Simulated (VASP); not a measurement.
## Ni: single point with PBEsol

Ni:

```
Ni
1.0
     0.00000    1.77200    1.77200
     1.77200    0.00000    1.77200
     1.77200    1.77200    0.00000
Ni
1
Cartesian
  0.0000 0.0000 0.0000
```

* Program: VASP 6.6.1
* Task: single point
* Functional: PBEsol
* Potentials or basis: VASP PAW PBE potentials, release 64 (Ni)
* Cutoff: 520 eV
* k mesh: 15 × 15 × 15
* Occupations: fermi-dirac, width 0.1 eV
* Spin: collinear spin, ferromagnetic start
* Starting moments: [1.44] μB
* Fixed moment: 1.44 μB

The pressure is -3.1 GPa and the net moment is 1.44 μB per cell. The site moments are Ni +1.39 μB and the valence electrons inside the program's atomic spheres are Ni 9.24.

Run time: 31 s on 1 thread of Intel(R) Xeon(R) Platinum 8375C CPU @ 2.90GHz (Ice Lake) (shared host), peak memory 0.15 GiB.

Caveat: the PAW data sets were made with another functional, which shifts forces and pressure a little; the total moment is fixed, so each spin has its own Fermi level.
